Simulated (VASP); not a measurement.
# SiGe (P6_3mc) in VASP: a series of runs, part 2 of 2

VASP 6.6.1. The steps go on from the part before.

**3. Single point, r2SCAN (all Ge atoms moved -0.075 Å, as atom 3 along Cartesian [0 0 1])**

The input, POSCAR:

```
SiGe
1.0
    3.9043776430      0.0000000000      0.0000000000
   -1.9521888215      3.3812902248      0.0000000000
    0.0000000000      0.0000000000      6.4536796672
Si Ge
2 2
Direct
    0.6666666667      0.3333333333      0.8744661518
    0.3333333333      0.6666666667      0.3744661518
    0.6666666667      0.3333333333      0.4889115711
    0.3333333333      0.6666666667     -0.0110884289
```

The input, INCAR.step1:

```
ALGO = Normal ; EDIFF = 1E-4
ENCUT = 520 ; GGA = PE
ISMEAR = 0 ; LASPH = T
LCHARG = F ; LREAL = F
LWAVE = T ; NBANDS = 26
NELM = 80 ; PREC = Accurate
SIGMA = 0.05
```

The input, INCAR.step2:

```
ALGO = Normal ; EDIFF = 1E-7
ENCUT = 520 ; ISIF = 2
ISMEAR = 0 ; ISTART = 1
LASPH = T ; LCHARG = T
LELF = T ; LMIXTAU = T
LREAL = F ; LVHAR = T
LWAVE = F ; METAGGA = R2SCAN
NBANDS = 26 ; NELM = 80
PREC = Accurate ; SIGMA = 0.05
```

The input, KPOINTS:

```
k-points
0
Gamma
  12 12 4
```

Potentials or basis: VASP PAW PBE potentials, release 64 (Si, Ge_d).

Run with:

```bash
$ cat potpaw_PBE.64/Si/POTCAR potpaw_PBE.64/Ge_d/POTCAR > POTCAR
$ cp INCAR.step1 INCAR
$ mpirun -np 1 vasp_std > vasp.out
$ cp INCAR.step2 INCAR
$ mpirun -np 1 vasp_std > vasp.out
```

Run time: 4.8 min. Hardware: 1 thread of AMD EPYC 9R45 (Zen 5), shared host; peak memory 0.25 GiB.

The run converged. Its results:

```yaml
Free_energy: -45.1094 eV
Pressure: 0.2 GPa
Largest_force: 0.859 eV/Å
Band_gap_on_the_k_mesh: 0.46 eV (least direct gap 0.51 eV)
```

Forces in eV/Å, atoms in the order of the input:
```
Si   0.000  0.000 -0.859
Si   0.000  0.000 -0.859
Ge   0.000  0.000  0.859
Ge   0.000  0.000  0.859
```

Stress tensor (GPa, compression positive):
```
 1.44  0.00  0.00
 0.00  1.44  0.00
 0.00  0.00 -2.24
```

Levels at points of the mesh, in eV from the valence-band top:
```tsv
k point	band 15	band 16	band 17	band 18	band 19	band 20	band 21	band 22
(0.00, 0.00, 0.00)	-1.84	-0.32	-0.32	0.00	0.51	1.76	2.22	2.22
(0.50, 0.00, 0.00)	-4.83	-3.50	-2.96	-1.92	0.46	2.15	3.77	3.83
(0.00, 0.00, 0.50)	-1.23	-1.23	-1.23	-1.23	1.30	1.30	3.20	3.20
(0.50, 0.00, 0.50)	-2.85	-2.85	-2.63	-2.63	0.88	0.88	1.86	1.86
```

Caveat: the cell differs from its parent crystal (all Ge atoms moved -0.075 Å, as atom 3 along Cartesian [0 0 1]); the PAW data sets were made with another functional, which shifts forces and pressure a little.

**4. Single point, r2SCAN (all Ge atoms moved +0.263 Å, as atom 3 along Cartesian [0 0 1])**

POSCAR: that of step 3 with these lines changed.

```diff
@@ -10,3 +10,3 @@
     0.3333333333      0.6666666667      0.3744661518
-    0.6666666667      0.3333333333      0.4889115711
-    0.3333333333      0.6666666667     -0.0110884289
+    0.6666666667      0.3333333333      0.5412073182
+    0.3333333333      0.6666666667      0.0412073182
```

The input, INCAR.step1:

```
  ALGO = Normal
  EDIFF = 1E-4
  ENCUT = 520
  GGA = PE
  ISMEAR = 0
  LASPH = T
  LCHARG = F
  LREAL = F
  LWAVE = T
  NBANDS = 26
  NELM = 60
  PREC = Accurate
  SIGMA = 0.05
```

The input, INCAR.step2:

```
  ALGO = Normal
  EDIFF = 1E-6
  ENCUT = 520
  ISIF = 2
  ISMEAR = 0
  ISTART = 1
  LASPH = T
  LCHARG = F
  LMIXTAU = T
  LREAL = F
  LWAVE = F
  METAGGA = R2SCAN
  NBANDS = 26
  NELM = 60
  PREC = Accurate
  SIGMA = 0.05
```

KPOINTS is that of step 3.

Potentials or basis: VASP PAW PBE potentials, release 64 (Si, Ge_d).

Run with:

```bash
$ cat potpaw_PBE.64/Si/POTCAR potpaw_PBE.64/Ge_d/POTCAR > POTCAR
$ cp INCAR.step1 INCAR
$ mpirun -np 1 vasp_std > vasp.out
$ cp INCAR.step2 INCAR
$ mpirun -np 1 vasp_std > vasp.out
```

OUTCAR:

```text
EDIFF = 1E-6
   ENCUT = 520
   ISIF = 2
   ISMEAR = 0
   ISTART = 1
   LASPH = T
   LREAL = F
   METAGGA = R2SCAN
   NELM = 60
   PREC = Accurate

 ion  position               nearest neighbor table
   1  0.667  0.333  0.874-   3 2.15   4 2.50   4 2.50   4 2.50
   2  0.333  0.667  0.374-   4 2.15   3 2.50   3 2.50   3 2.50
   3  0.667  0.333  0.541-   1 2.15   2 2.50   2 2.50   2 2.50
   4  0.333  0.667  0.041-   2 2.15   1 2.50   1 2.50   1 2.50

  LATTYP: Found a hexagonal cell.
 ALAT       =     3.9043776430
 C/A-ratio  =     1.6529342849

  Lattice vectors:

 A1 = (   3.9043776430,   0.0000000000,   0.0000000000)
 A2 = (  -1.9521888215,   3.3812902248,   0.0000000000)
 A3 = (   0.0000000000,   0.0000000000,   6.4536796672)

Analysis of symmetry for initial positions (statically):
=====================================================================
 Subroutine PRICEL returns:
 Original cell was already a primitive cell.

 Routine SETGRP: Setting up the symmetry group for a
 hexagonal supercell.

[... 169 lines left out ...]
  free energy    TOTEN  =       -44.08327928 eV

  energy without entropy =      -44.08246113  energy(sigma->0) =      -44.08287021

 E-fermi :   5.9371     XC(G=0): -10.3894

 val. band max:        5.7541770707   @ k =   0.3333   0.3333   0.0000
 cond. band min:       5.9446836516   @ k =   0.3333   0.2500   0.0000
 fundamental gap:      0.1905065809
 Fermi energy:         5.9370657733

 k-point     1 :       0.0000    0.0000    0.0000
  band No.  band energies     occupation
      1     -19.9124      2.00000
      2     -19.9100      2.00000
      3     -19.8600      2.00000
      4     -19.8600      2.00000
      5     -19.8531      2.00000
      6     -19.8531      2.00000
[... 685 lines left out ...]
     25      12.8281      0.00000
     26      13.4442      0.00000

 [... further k-points ...]

------------------------ aborting loop because EDIFF is reached ----------------------------------------

  FORCE on cell =-STRESS in cart. coord.  units (eV):
  Direction    XX          YY          ZZ          XY          YZ          ZX
  --------------------------------------------------------------------------------------
  -------------------------------------------------------------------------------------
  Total       -2.4366520     -2.4366520      8.6471543      0.0000000      0.0000000      0.0000000
  in kB      -45.8207743    -45.8207743    162.6080795      0.0000000      0.0000000      0.0000000
  external PRESSURE =      23.6555103 kB  Pullay stress =       0.0000000 kB

 VOLUME and BASIS-vectors are now :
 -----------------------------------------------------------------------------
  energy-cutoff  :      520.00
  volume of cell :       85.20
      direct lattice vectors                 reciprocal lattice vectors
     3.904377643  0.000000000  0.000000000     0.256122766  0.147872548  0.000000000
    -1.952188822  3.381290225  0.000000000     0.000000000  0.295745095  0.000000000
     0.000000000  0.000000000  6.453679667     0.000000000  0.000000000  0.154950362

 POSITION                                       TOTAL-FORCE (eV/Angst)
 -----------------------------------------------------------------------------------
      1.95219      1.12710      5.64352         0.000000      0.000000      4.564499
     -0.00000      2.25419      2.41668         0.000000      0.000000      4.564499
      1.95219      1.12710      3.49278        -0.000000     -0.000000     -4.564499
     -0.00000      2.25419      0.26594         0.000000      0.000000     -4.564499
 -----------------------------------------------------------------------------------
    total drift:                               -0.000000     -0.000000      0.011782

  FREE ENERGIE OF THE ION-ELECTRON SYSTEM (eV)
  ---------------------------------------------------
  free  energy   TOTEN  =       -44.0832792805 eV

  energy  without entropy=      -44.0824611319  energy(sigma->0) =      -44.08287021
```

OSZICAR.step1:

```text
N       E                     dE             d eps       ncg     rms          rms(c)
DAV:   1     0.266435265217E+03    0.26644E+03   -0.17668E+04  3472   0.296E+03
DAV:   2     0.239517691302E+02   -0.24248E+03   -0.23404E+03  2988   0.636E+02
DAV:   3    -0.171511813901E+02   -0.41103E+02   -0.40547E+02  3540   0.153E+02
DAV:   4    -0.188961694558E+02   -0.17450E+01   -0.17399E+01  3570   0.355E+01
DAV:   5    -0.189323976377E+02   -0.36228E-01   -0.36213E-01  3578   0.560E+00    0.585E+00
DAV:   6    -0.187453737969E+02    0.18702E+00   -0.92227E-02  3486   0.211E+00    0.349E+00
DAV:   7    -0.186544721481E+02    0.90902E-01   -0.17115E-01  3676   0.255E+00    0.226E-01
DAV:   8    -0.186569265416E+02   -0.24544E-02   -0.18464E-02  3554   0.130E+00    0.138E-01
DAV:   9    -0.186574532205E+02   -0.52668E-03   -0.64407E-04  3038   0.179E-01    0.854E-02
DAV:  10    -0.186576533511E+02   -0.20013E-03   -0.18838E-04  2882   0.957E-02    0.211E-02
DAV:  11    -0.186576858035E+02   -0.32452E-04   -0.43134E-05  2052   0.612E-02
   1 F= -.18657686E+02 E0= -.18656998E+02  d E =-.137575E-02
```

It took 3.8 min on 1 thread of AMD EPYC 9R45 (Zen 5), shared host; peak memory 0.24 GiB.

Results:

| Item | Value |
| --- | --- |
| Free energy | -44.0833 eV |
| Pressure | 2.4 GPa |
| Largest force | 4.564 eV/Å |
| Band gap on the k mesh | zero (bands 18 and 19 overlap by 0.53 eV) |

Forces on the atoms (eV/Å):
```
Si   0.000  0.000  4.564
Si   0.000  0.000  4.564
Ge   0.000  0.000 -4.564
Ge   0.000  0.000 -4.564
```

Levels at points of the mesh, in eV from the Fermi level:
```csv
k point,band 16,band 17,band 18,band 19,band 20,band 21
"(0.00, 0.00, 0.00)",-1.97,0.35,0.35,0.92,1.23,1.23
"(0.50, 0.00, 0.00)",-4.34,-3.59,-1.29,0.51,1.81,1.87
"(0.00, 0.00, 0.50)",-1.22,-1.22,-1.22,1.75,1.75,2.98
"(0.50, 0.00, 0.50)",-3.65,-2.78,-2.78,0.10,0.10,2.15
```

Caveat: the cell differs from its parent crystal (all Ge atoms moved +0.263 Å, as atom 3 along Cartesian [0 0 1]); semilocal functionals underestimate gaps, so a narrow gap can read as zero; the PAW data sets were made with another functional, which shifts forces and pressure a little.

**5. Summary**

```tsv
cell	gap on the mesh (eV)	pressure (GPa)	largest force (eV/Å)
as given, atomic positions A	0.21	0.5	2.32
as given, atomic positions B	0.46	0.2	0.86
as given, atomic positions C	none	2.4	4.56
```

Alike in all rows: task single point; level r2SCAN; potentials or basis VASP PAW PBE potentials, release 64 (Si, Ge_d); no spin polarisation; k mesh 12 × 12 × 4; cutoff (eV) 520; smearing gaussian 0.05 eV.

Caveats: the PAW data sets were made with another functional, which shifts forces and pressure a little; semilocal functionals underestimate gaps, so a narrow gap can read as zero (at least some runs).

Total energies depend on the potentials used, so only differences within one code and one set of settings carry meaning.
